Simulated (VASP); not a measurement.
# Ir (I4/mmm) in VASP: further runs

Ir is run at these levels: PBE; tasks: single point.

All numbers are computed with VASP 6.6.1; they aren't measurements. Logs are shortened: lines on timing, memory, paths and dates and some standing lists are left out, and cuts for length are marked.

## Step 1: The cell of the first run

The structure is tetragonal, space group I4/mmm (No. 139). Conventional cell: a = 2.942 Å, b = 2.942 Å, c = 3.565 Å, α = 90.00°, β = 90.00°, γ = 90.00°. Within 3.6 Å of Ir (site symmetry 4/mmm) lie 14 Ir at 2.74 to 3.56 Å.

## Step 2: Single point, PBE (15.42 Å³/atom)

Input file INCAR:

```
  ALGO = Normal
  EDIFF = 1E-6
  ENCUT = 520
  GGA = PE
  ISIF = 2
  ISMEAR = 0
  LASPH = True
  LCHARG = True
  LELF = True
  LREAL = False
  LVHAR = True
  LWAVE = False
  NBANDS = 10
  NELM = 80
  PREC = Accurate
  SIGMA = 0.15
```

Input file KPOINTS:

```
k-points
0
Gamma
  22 22 22
```

Input file POSCAR:

```
Ir
1.0
    0.0000000000      2.0799849221      1.7823390798
    2.0799849221      0.0000000000      1.7823390798
    2.0799849221      2.0799849221      0.0000000000
Ir
1
Direct
    0.0000000000      0.0000000000      0.0000000000
```

Potentials or basis: VASP PAW PBE potentials, release 64 (Ir).

Command:

```console
cat potpaw_PBE.64/Ir/POTCAR > POTCAR
mpirun -np 1 vasp_std > vasp.out
```

OUTCAR:

```text
EDIFF = 1E-6
   ENCUT = 520
   GGA = PE
   ISIF = 2
   ISMEAR = 0
   LASPH = True
   LREAL = False
   NELM = 80
   PREC = Accurate

 ion  position               nearest neighbor table
   1  0.000  0.000  0.000-

  LATTYP: Found a body centered tetragonal cell.
 ALAT       =     2.9415428864
 C/A-ratio  =     1.2118396016

  Lattice vectors:

 A1 = (   0.0000000000,  -2.0799849221,  -1.7823390798)
 A2 = (   0.0000000000,   2.0799849221,  -1.7823390798)
 A3 = (   2.0799849221,   0.0000000000,   1.7823390798)

Analysis of symmetry for initial positions (statically):
=====================================================================
 Subroutine PRICEL returns:
 Original cell was already a primitive cell.

 Routine SETGRP: Setting up the symmetry group for a
 body centered tetragonal supercell.

 Subroutine GETGRP returns: Found 16 space group operations
 (whereof 16 operations were pure point group operations)
 out of a pool of 16 trial point group operations.

The static configuration has the point symmetry D_4h.

Analysis of symmetry for dynamics (positions and initial velocities):
=====================================================================
 Subroutine PRICEL returns:
 Original cell was already a primitive cell.

 Routine SETGRP: Setting up the symmetry group for a
 body centered tetragonal supercell.

 Subroutine GETGRP returns: Found 16 space group operations
 (whereof 16 operations were pure point group operations)
 out of a pool of 16 trial point group operations.

The dynamic configuration has the point symmetry D_4h.

 Subroutine INISYM returns: Found 16 space group operations
 (whereof 16 operations are pure point group operations),
 and found     1 'primitive' translations

----------------------------------------------------------------------------------------

                                     Primitive cell

  volume of cell :      15.4220

  direct lattice vectors                    reciprocal lattice vectors
     0.000000000  2.079984922  1.782339080    -0.240386358  0.240386358  0.280530234
     2.079984922  0.000000000  1.782339080     0.240386358 -0.240386358  0.280530234
     2.079984922  2.079984922  0.000000000     0.240386358  0.240386358 -0.280530234

  length of vectors
     2.739173209  2.739173209  2.941542886     0.440758908  0.440758908  0.440758908

  position of ions in fractional coordinates (direct lattice)
     0.000000000  0.000000000  0.000000000

  ion indices of the primitive-cell ions
   primitive index   ion index
                 1           1

----------------------------------------------------------------------------------------

 KPOINTS: k-points

Automatic generation of k-mesh.
 Grid dimensions read from file:
 generate k-points for:   22   22   22

 Generating k-lattice:

  Cartesian coordinates                     Fractional coordinates (reciprocal lattice)
    -0.010926653  0.010926653  0.012751374     0.045454545 -0.000000000  0.000000000
     0.010926653 -0.010926653  0.012751374    -0.000000000  0.045454545  0.000000000
     0.010926653  0.010926653 -0.012751374     0.000000000  0.000000000  0.045454545

  Length of vectors
     0.020034496  0.020034496  0.020034496

  Shift w.r.t. Gamma in fractional coordinates (k-lattice)
     0.000000000  0.000000000  0.000000000

 Subroutine IBZKPT returns following result:
 ===========================================

 Found    834 irreducible k-points:

 Following reciprocal coordinates:
            Coordinates               Weight
  0.000000  0.000000  0.000000      1.000000
  0.045455  0.000000  0.000000      8.000000
  0.090909  0.000000  0.000000      8.000000
  0.136364  0.000000  0.000000      8.000000
  0.181818  0.000000  0.000000      8.000000
  0.227273  0.000000  0.000000      8.000000
[... 16 lines left out ...]
  0.500000  0.045455  0.000000      8.000000
 -0.454545  0.045455  0.000000      8.000000
 [... further k-points ...]
   k-points           NKPTS =    834   k-points in BZ     NKDIM =    834   number of bands    NBANDS=     10
   number of dos      NEDOS =    301   number of ions     NIONS =      1
   total plane-waves  NPLWV =   9600
   dimension x,y,z NGX =    20 NGY =   20 NGZ =   24
   dimension x,y,z NGXF=    40 NGYF=   40 NGZF=   48
   ions per type =               1
   NGX,Y,Z   is equivalent  to a cutoff of  12.14, 12.14, 13.56 a.u.
   NGXF,Y,Z  is equivalent  to a cutoff of  24.28, 24.28, 27.13 a.u.
 SYSTEM =  unknown system
   PREC   = accura    normal or accurate (medium, high low for compatibility)
   ISTART =      0    job   : 0-new  1-cont  2-samecut
   ICHARG =      2    charge: 1-file 2-atom 10-const
   ISPIN  =      1    spin polarized calculation?
   LNONCOLLINEAR =      F non collinear calculations
   LSORBIT =      F    spin-orbit coupling
   LASPH  =      T    aspherical Exc in radial PAW
   ENCUT  =  520.0 eV  38.22 Ry    6.18 a.u.   5.09  5.09  5.47*2*pi/ulx,y,z
   NELM   =     80;   NELMIN=  2; NELMDL= -5     # of ELM steps
   EDIFF  = 0.1E-05   stopping-criterion for ELM
   LREAL  =      F    real-space projection
   EDIFFG = 0.1E-04   stopping-criterion for IOM
   NSW    =      0    number of steps for IOM
   IBRION =     -1    ionic relax: 0-MD 1-quasi-New 2-CG
   NFREE  =      0    steps in history (QN), initial steepest desc. (CG)
   ISIF   =      2    stress and relaxation
   ISYM   =      2    0-nonsym 1-usesym 2-fastsym
   POTIM  = 0.5000    time-step for ionic-motion
   TEBEG  =    0.0;   TEEND  =   0.0 temperature during run
   PSTRESS=    0.0 pullay stress
   NELECT =       9.0000    total number of electrons
   NUPDOWN=      -1.0000    fix difference up-down
   EMIN   =  10.00;   EMAX   =-10.00  energy-range for DOS
   EFERMI =   0.00;   METHOD = LEGACY
   ISMEAR =     0;   SIGMA  =   0.15  broadening in eV -4-tet -1-fermi 0-gaus
   EFERMI_NEDOS =   21; number of points for ismear=-14 and -15
   IALGO  =     38    algorithm
   IMIX   =      4    mixing-type and parameters
     AMIX     =   0.40;   BMIX     =  1.00
     AMIX_MAG =   1.60;   BMIX_MAG =  1.00
  volume/ion in A,a.u.               =      15.42       104.07
  Fermi-wavevector in a.u.,A,eV,Ry     =   1.368071  2.585280 25.464928  1.871619
  Thomas-Fermi vector in A             =   2.494068
   LORBIT       =      0    0 simple, 1 ext, 2 COOP (PROOUT), +10 PAW based schemes
   GGA     = PE    functional components
   LHFCALC =     F    Hartree Fock is set to
   AEXX    =    0.0000 exact exchange contribution
   IVDW    =     0    specifies the selected vdW correction
   LEPSILON=     F    determine dielectric tensor
   LRPA    =     F    only Hartree local field effects (RPA)
 non-spin polarized calculation
 Gauss-broadening in eV      SIGMA  =   0.15
  energy-cutoff  :      520.00
  volume of cell :       15.42
 maximum number of plane-waves:       434
   NGX = 11   NGY = 11   NGZ = 11

 number of electron       9.0000000 magnetization

 Free energy of the ion-electron system (eV)
  ---------------------------------------------------
  ext. energy  EPLUGINS =         0.00000000
  ---------------------------------------------------
  free energy    TOTEN  =        -8.60024818 eV

  energy without entropy =       -8.58500871  energy(sigma->0) =       -8.59262844

 E-fermi :   8.8932     XC(G=0): -13.4720

 val. band max:        8.8922362910   @ k =  -0.4545   0.0455   0.5000
 cond. band min:       8.8944412526   @ k =  -0.3636   0.0455   0.1364
 fundamental gap:      0.0022049616
 Fermi energy:         8.8932370467

 k-point     1 :       0.0000    0.0000    0.0000
  band No.  band energies     occupation
      1      -1.2376      2.00000
      2       5.2192      2.00000
      3       5.2192      2.00000
      4       6.7458      2.00000
      5       6.7703      2.00000
      6       8.7195      1.89851
      7      23.8490      0.00000
      8      27.1382      0.00000
      9      27.1382      0.00000
     10      31.8601      0.00000

 k-point     2 :       0.0455    0.0000    0.0000
  band No.  band energies     occupation
      1      -1.1523      2.00000
      2       5.2174      2.00000
      3       5.2515      2.00000
      4       6.7445      2.00000
      5       6.7573      2.00000
      6       8.6868      1.94841
      7      23.9819      0.00000
      8      27.0501      0.00000
      9      27.2675      0.00000
     10      31.2995      0.00000

 k-point     3 :       0.0909    0.0000    0.0000
  band No.  band energies     occupation
      1      -0.9016      2.00000
      2       5.2043      2.00000
      3       5.3290      2.00000
      4       6.7330      2.00000
      5       6.7624      2.00000
      6       8.5989      1.99447
      7      24.3506      0.00000
      8      26.6600      0.00000
      9      27.6484      0.00000
     10      30.7374      0.00000

 k-point     4 :       0.1364    0.0000    0.0000
  band No.  band energies     occupation
      1      -0.5023      2.00000
      2       5.1673      2.00000
      3       5.3926      2.00000
      4       6.7293      2.00000
      5       6.8643      2.00000
      6       8.4847      1.99988
      7      24.8557      0.00000
      8      25.8313      0.00000
      9      28.2604      0.00000
     10      30.7744      0.00000
[... 222 lines left out ...]
 k-point    22 :       0.4545    0.0455    0.0000
  band No.  band energies     occupation
      1       1.8474      2.00000
      2       4.7161      2.00000
      3       6.5509      2.00000
      4       7.4766      2.00000
      5       9.5868      0.00000
      6      10.1629      0.00000
      7      16.2276      0.00000
      8      22.9067      0.00000
      9      26.6924      0.00000
     10      30.3759      0.00000

 k-point    23 :       0.5000    0.0455    0.0000
  band No.  band energies     occupation
      1       1.8456      2.00000
      2       4.6780      2.00000
      3       6.4746      2.00000
      4       7.9149      2.00000
      5       9.8096      0.00000
      6      10.2660      0.00000
      7      15.5882      0.00000
      8      22.7530      0.00000
      9      26.5176      0.00000
     10      29.9575      0.00000

 k-point    24 :      -0.4545    0.0455    0.0000
  band No.  band energies     occupation
      1       1.8463      2.00000
      2       4.6891      2.00000
      3       6.4230      2.00000
      4       7.9436      2.00000
      5       9.6515      0.00000
      6      10.1128      0.00000
      7      15.8829      0.00000
      8      22.8000      0.00000
      9      26.8211      0.00000
     10      29.8406      0.00000

 [... further k-points ...]
[... 5 lines left out ...]
  --------------------------------------------------------------------------------------
  -------------------------------------------------------------------------------------
  Total       -2.5104061     -2.5104061      0.9660519      0.0000000      0.0000000      0.0000000
  in kB     -260.8037703   -260.8037703    100.3622360      0.0000000      0.0000000      0.0000000
  external PRESSURE =    -140.4151016 kB  Pullay stress =       0.0000000 kB

 VOLUME and BASIS-vectors are now :
 -----------------------------------------------------------------------------
  energy-cutoff  :      520.00
  volume of cell :       15.42
      direct lattice vectors                 reciprocal lattice vectors
     0.000000000  2.079984922  1.782339080    -0.240386358  0.240386358  0.280530234
     2.079984922  0.000000000  1.782339080     0.240386358 -0.240386358  0.280530234
     2.079984922  2.079984922  0.000000000     0.240386358  0.240386358 -0.280530234

 POSITION                                       TOTAL-FORCE (eV/Angst)
 -----------------------------------------------------------------------------------
      0.00000      0.00000      0.00000         0.000000     -0.000000      0.000000
 -----------------------------------------------------------------------------------
    total drift:                                0.000000     -0.000000     -0.000000

  FREE ENERGIE OF THE ION-ELECTRON SYSTEM (eV)
  ---------------------------------------------------
  free  energy   TOTEN  =        -8.6002481823 eV

  energy  without entropy=       -8.5850087070  energy(sigma->0) =       -8.59262844
```

It took 2.4 min on 1 thread of Intel Xeon 8259CL, shared host; peak memory 0.25 GiB.

What came out:

```
Free energy            : -8.6002 eV
Pressure               : -14.0 GPa
Band gap on the k mesh : zero (an odd number of electrons rules out a gap without spin polarisation)
```

Stress tensor (GPa, compression positive):
```
-26.08   0.00   0.00
  0.00 -26.08   0.00
  0.00   0.00  10.04
```

Caveat: the stress differs along the axes, from -26 to 10 GPa; spin-orbit coupling is left out, which moves the levels of the heavy elements.

## Step 3: Single point, PBE (15.42 Å³/atom)

INCAR: that of step 2 with these lines changed.

```diff
@@ -1,3 +1,3 @@
   ALGO = Normal
-  EDIFF = 1E-6
+  EDIFF = 1E-7
   ENCUT = 520
```

KPOINTS is that of step 2.

Input file POSCAR:

```
Ir
1.0
    0.0000000000      2.3055470870      1.4506502271
    2.3055470870      0.0000000000      1.4506502271
    2.3055470870      2.3055470870      0.0000000000
Ir
1
Direct
    0.0000000000      0.0000000000      0.0000000000
```

Potentials or basis: VASP PAW PBE potentials, release 64 (Ir).

Command:

```console
cat potpaw_PBE.64/Ir/POTCAR > POTCAR
mpirun -np 1 vasp_std > vasp.out
```

OUTCAR:

```text
EDIFF = 1E-7
   ENCUT = 520
   GGA = PE
   ISIF = 2
   ISMEAR = 0
   LASPH = True
   LREAL = False
   NELM = 80
   PREC = Accurate

 ion  position               nearest neighbor table
   1  0.000  0.000  0.000-

  LATTYP: Found a body centered tetragonal cell.
 ALAT       =     3.2605359591
 C/A-ratio  =     0.8898231734

  Lattice vectors:

 A1 = (   0.0000000000,  -2.3055470870,  -1.4506502271)
 A2 = (   0.0000000000,   2.3055470870,  -1.4506502271)
 A3 = (   2.3055470870,   0.0000000000,   1.4506502271)

Analysis of symmetry for initial positions (statically):
=====================================================================
 Subroutine PRICEL returns:
 Original cell was already a primitive cell.

 Routine SETGRP: Setting up the symmetry group for a
 body centered tetragonal supercell.

 Subroutine GETGRP returns: Found 16 space group operations
 (whereof 16 operations were pure point group operations)
 out of a pool of 16 trial point group operations.

The static configuration has the point symmetry D_4h.

Analysis of symmetry for dynamics (positions and initial velocities):
=====================================================================
 Subroutine PRICEL returns:
 Original cell was already a primitive cell.

 Routine SETGRP: Setting up the symmetry group for a
 body centered tetragonal supercell.

 Subroutine GETGRP returns: Found 16 space group operations
 (whereof 16 operations were pure point group operations)
 out of a pool of 16 trial point group operations.

The dynamic configuration has the point symmetry D_4h.

 Subroutine INISYM returns: Found 16 space group operations
 (whereof 16 operations are pure point group operations),
 and found     1 'primitive' translations

----------------------------------------------------------------------------------------

                                     Primitive cell

[... 105 lines left out ...]
   IALGO  =     38    algorithm
   IMIX   =      4    mixing-type and parameters
     AMIX     =   0.40;   BMIX     =  1.00
     AMIX_MAG =   1.60;   BMIX_MAG =  1.00
  volume/ion in A,a.u.               =      15.42       104.07
  Fermi-wavevector in a.u.,A,eV,Ry     =   1.368071  2.585280 25.464928  1.871619
  Thomas-Fermi vector in A             =   2.494068
   LORBIT       =      0    0 simple, 1 ext, 2 COOP (PROOUT), +10 PAW based schemes
   GGA     = PE    functional components
   LHFCALC =     F    Hartree Fock is set to
   AEXX    =    0.0000 exact exchange contribution
   IVDW    =     0    specifies the selected vdW correction
   LEPSILON=     F    determine dielectric tensor
   LRPA    =     F    only Hartree local field effects (RPA)
 non-spin polarized calculation
 Gauss-broadening in eV      SIGMA  =   0.15
  energy-cutoff  :      520.00
  volume of cell :       15.42
 maximum number of plane-waves:       434
   NGX = 11   NGY = 11   NGZ = 13

 number of electron       9.0000000 magnetization

 Free energy of the ion-electron system (eV)
  ---------------------------------------------------
  ext. energy  EPLUGINS =         0.00000000
  ---------------------------------------------------
  free energy    TOTEN  =        -8.38460428 eV

  energy without entropy =       -8.36318425  energy(sigma->0) =       -8.37389427

 E-fermi :   8.6929     XC(G=0): -13.4606

 val. band max:        8.6924514292   @ k =  -0.0909   0.2727   0.2273
 cond. band min:       8.6936182556   @ k =   0.3182   0.0000   0.1818
 fundamental gap:      0.0011668264
 Fermi energy:         8.6929424184

 k-point     1 :       0.0000    0.0000    0.0000
  band No.  band energies     occupation
      1      -1.2343      2.00000
      2       4.8080      2.00000
      3       5.9500      2.00000
      4       5.9500      2.00000
      5       7.1991      2.00000
      6       8.9868      0.00559
      7      24.9196      0.00000
      8      24.9196      0.00000
      9      27.5607      0.00000
     10      35.3989      0.00000
[... 287 lines left out ...]
 k-point    24 :      -0.4545    0.0455    0.0000
  band No.  band energies     occupation
      1       2.0008      2.00000
      2       3.5808      2.00000
      3       7.7590      2.00000
      4       8.1908      2.00000
      5       9.9498      0.00000
      6      10.5575      0.00000
      7      17.1087      0.00000
      8      21.8383      0.00000
      9      24.2122      0.00000
     10      32.8734      0.00000

 [... further k-points ...]
[... 5 lines left out ...]
  --------------------------------------------------------------------------------------
  -------------------------------------------------------------------------------------
  Total        0.0897335      0.0897335     -2.8113785      0.0000000     -0.0000000      0.0000000
  in kB        9.3223343      9.3223343   -292.0715170      0.0000000     -0.0000000      0.0000000
  external PRESSURE =     -91.1422828 kB  Pullay stress =       0.0000000 kB

 VOLUME and BASIS-vectors are now :
 -----------------------------------------------------------------------------
  energy-cutoff  :      520.00
  volume of cell :       15.42
      direct lattice vectors                 reciprocal lattice vectors
     0.000000000  2.305547087  1.450650227    -0.216868266  0.216868266  0.344673024
     2.305547087  0.000000000  1.450650227     0.216868266 -0.216868266  0.344673024
     2.305547087  2.305547087  0.000000000     0.216868266  0.216868266 -0.344673024

 POSITION                                       TOTAL-FORCE (eV/Angst)
 -----------------------------------------------------------------------------------
      0.00000      0.00000      0.00000         0.000000      0.000000      0.000000
 -----------------------------------------------------------------------------------
    total drift:                                0.000000     -0.000000      0.000000

  FREE ENERGIE OF THE ION-ELECTRON SYSTEM (eV)
  ---------------------------------------------------
  free  energy   TOTEN  =        -8.3846042809 eV

  energy  without entropy=       -8.3631842510  energy(sigma->0) =       -8.37389427
```

stdout:

```text
POSCAR found type information on POSCAR Ir
 POSCAR found :  1 types and       1 ions
 scaLAPACK will be used
 LDA part: xc-table for (Slater+PW92), standard interpolation
 POSCAR, INCAR and KPOINTS ok, starting setup
 FFT: planning ... GRIDC
 FFT: planning ... GRID_SOFT
 FFT: planning ... GRID
 WAVECAR not read
 entering main loop
```

It took 2.2 min on 1 thread of Intel Xeon 8259CL, shared host; peak memory 0.25 GiB.

What came out:

- Free energy: -8.3846 eV
- Pressure: -9.1 GPa
- Band gap on the k mesh: zero (an odd number of electrons rules out a gap without spin polarisation)

Caveat: the stress differs along the axes, from -29 to 1 GPa; spin-orbit coupling is left out, which moves the levels of the heavy elements.

(Continued in part 2 of 2.)
